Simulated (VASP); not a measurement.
Runs of VASP 6.6.1 on CsSnBr3. It takes space group Pm-3m (No. 221, cubic). Conventional cell: a = 5.841 Å, b = 5.841 Å, c = 5.841 Å, α = 90.00°, β = 90.00°, γ = 90.00°. Cs (site symmetry m-3m) has 12 Br at 4.13 Å and 8 Sn at 5.06 Å within 5.4 Å. Within 3.8 Å of Sn (site symmetry m-3m) lie 6 Br at 2.92 Å. Br (site symmetry 4/mmm) has 2 Sn at 2.92 Å within 3.8 Å. 

| level | potentials or basis | spin | k mesh | cutoff (eV) | smearing | grid for exact exchange (PRECFOCK) | share of exact exchange | screening parameter | gap on the mesh (eV) | pressure (GPa) |
| --- | --- | --- | --- | --- | --- | --- | --- | --- | --- | --- |
| PBE | VASP PAW PBE potentials, release 64 (Cs_sv, Sn_d, Br) | off | 2 × 2 × 2 | 500 | gaussian 0.01 eV | - | - | - | 0.45 | 2.2 |
| r2SCAN | VASP PAW PBE potentials, release 64 (Cs_sv, Sn_d, Br) | off | 4 × 4 × 4 | 550 | gaussian 0.01 eV | - | - | - | (b) | 0.0 |
| LDA | VASP PAW LDA potentials, release 64 (Cs_sv, Sn_d, Br) | off | 4 × 4 × 4 | 500 | gaussian 0.01 eV | - | - | - | (a) | -1.7 |
| PBE | VASP PAW PBE potentials, release 64 (Cs_sv, Sn_d, Br) | non-collinear, zero start, SOC | 4 × 4 × 4 | 500 | fermi-dirac 0.02 eV | - | - | - | - | 0.7 |
| PBE | VASP PAW PBE potentials, release 64 (Cs_sv, Sn_d, Br) | off | 4 × 4 × 4 | 500 | gaussian 0.01 eV | - | - | - | 0.50 | 0.7 |
| HSE06 | VASP PAW PBE potentials, release 64 (Cs_sv, Sn_d, Br) | off | 2 × 2 × 2 | 400 | gaussian 0.01 eV | Normal | 0.25 | 0.2079 1/Å | 1.08 | 1.7 |

Alike in all rows: task single point; cell as given.

Task: Estimate the missing entries.

Result: (a) 0.41; (b) 0.69.

Caveats: some runs use coarse meshes; spin-orbit coupling is left out, which moves the levels of the heavy elements (at least some runs); the PAW data sets were made with another functional, which shifts forces and pressure a little (at least some runs).

A k mesh can miss the band edges, and rows without SOC leave out spin-orbit coupling on Br, Cs, Sn.
